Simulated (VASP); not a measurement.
A run of VASP 6.6.1 is set up as follows.

Contents of INCAR:

```
SYSTEM = Ru
ALGO = Normal
EDIFF = 1E-6
ENCUT = 520
GGA = PS
ISIF = 2
ISMEAR = -1
LASPH = .TRUE.
LCHARG = .FALSE.
LREAL = .FALSE.
LWAVE = .FALSE.
NBANDS = 21
NELM = 80
PREC = Accurate
SIGMA = 0.05
```

File KPOINTS:

```
k-points
0
G
  11 11 6
  0 0 0
```

Contents of POSCAR:

```
Ru
1.0
    2.6640323937      0.0000000000      0.0000000000
   -1.3320161969      2.3071197295      0.0000000000
    0.0000000000      0.0000000000      4.2195910434
Ru
2
Direct
    0.6666666667      0.3333333333      0.7500000000
    0.3333333333      0.6666666667      0.2500000000
```

Potentials or basis: VASP PAW PBE potentials, release 64 (Ru_pv).

Launch:

```console
$ cat potpaw_PBE.64/Ru_pv/POTCAR > POTCAR
$ mpirun -np 1 vasp_std > vasp.out
```

**Question.** What does it give for the pressure?

**Answer.** 10.0 GPa.

**Question.** Predict the band gap on the k mesh.

**Answer.** Zero (band 14 reaches 15.18 eV, above the bottom of band 15 at 11.88 eV).

Caveat: the PAW data sets were made with another functional, which shifts forces and pressure a little.
